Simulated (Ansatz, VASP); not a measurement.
# One calculation of MgB, two programs

INCAR

```
PREC     = Accurate       # precision mode
ENCUT    = 600            # plane-wave cutoff, eV
EDIFF    = 1E-7           # SCF threshold, eV
ISMEAR   = 0              # smearing method
SIGMA    = 0.1            # smearing width, eV
LREAL    = F              # projectors in reciprocal space
LASPH    = T              # aspherical terms in the spheres
NELM     = 120            # most SCF steps
ALGO     = Normal         # electronic algorithm
ISIF     = 3              # what is computed and relaxed
LWAVE    = F              # write WAVECAR
LCHARG   = F              # write CHGCAR
GGA      = PE             # functional
IBRION   = 2              # ionic algorithm
NSW      = 90             # ionic steps
EDIFFG   = -0.04          # ionic threshold
GGA_COMPAT= F            
NELMIN   = 4
```

Contents of KPOINTS:

```
regular mesh
0
Gamma
  6 6 4
```

The input POSCAR:

```
MgB
1.0
    3.0475171005      0.0000000000      0.0000000000
   -1.5237585503      2.6392272275      0.0000000000
    0.0000000000      0.0000000000      6.8727743118
Mg B
2 2
Direct
    0.3333333333      0.6666666667      0.6941685001
    0.6666666667      0.3333333333      0.3058314999
    0.6666666667      0.3333333333      0.9772443928
    0.3333333333      0.6666666667      0.0227556072
```

Input for Ansatz:

```yaml
crystal:
  lattice:
    - [3.0475171005, 0.0, 0.0]
    - [-1.5237585503, 2.6392272275, 0.0]
    - [0.0, 0.0, 6.8727743118]
  atoms:
    - { symbol: Mg, position: [0.3333333333, 0.6666666667, 0.6941685001] }
    - { symbol: Mg, position: [0.6666666667, 0.3333333333, 0.3058314999] }
    - { symbol: B, position: [0.6666666667, 0.3333333333, 0.9772443928] }
    - { symbol: B, position: [0.3333333333, 0.6666666667, 0.0227556072] }
basis:
  ecutwfc: 420
kpoints:
  mp_grid: { grid: [6, 6, 4] }
hamiltonian:
  xc: pbe
scf:
  occupations: { method: gaussian, width: 0.1 }
  lower_state_search: "off"
output:
  forces: true
  stress: true
  eigenvalues: true
relax:
  adjacent_minimum: "off"
  f_tol: 0.04
  max_steps: 70
  cell: { stress_tol: 0.4 }
```

Alike in both runs: task relaxation of cell and atoms; functional PBE; k mesh 6 × 6 × 4; occupations gaussian, width 0.1 eV; no spin polarisation.

```csv
,VASP,Ansatz
version,VASP 6.6.1,Ansatz 0.2.0
potentials or method,"VASP PAW PBE potentials, release 64 (Mg, B), cutoff 600 eV","scalar-relativistic, plane waves, PAW"
valence electrons in the cell,10,26
```

|  | VASP | Ansatz | Ansatz less VASP |
| --- | --- | --- | --- |
| gap on the k mesh at the Fermi level, each at its own relaxed structure (eV) | none | none | - |
| relaxed volume (Å³/atom) | 13.74 | 13.72 | -0.015 |
| relaxed cell length with the largest relative difference (Å) | 3.062 | 3.060 | -0.0015 |

A gap of «none» marks a metal or a gap that the smearing closes. VASP's potentials hold 10 valence electrons a cell and Ansatz's 26, so a difference there can come from the potentials and not from the codes.

The k mesh is coarse, so the values compare programs but aren't converged.
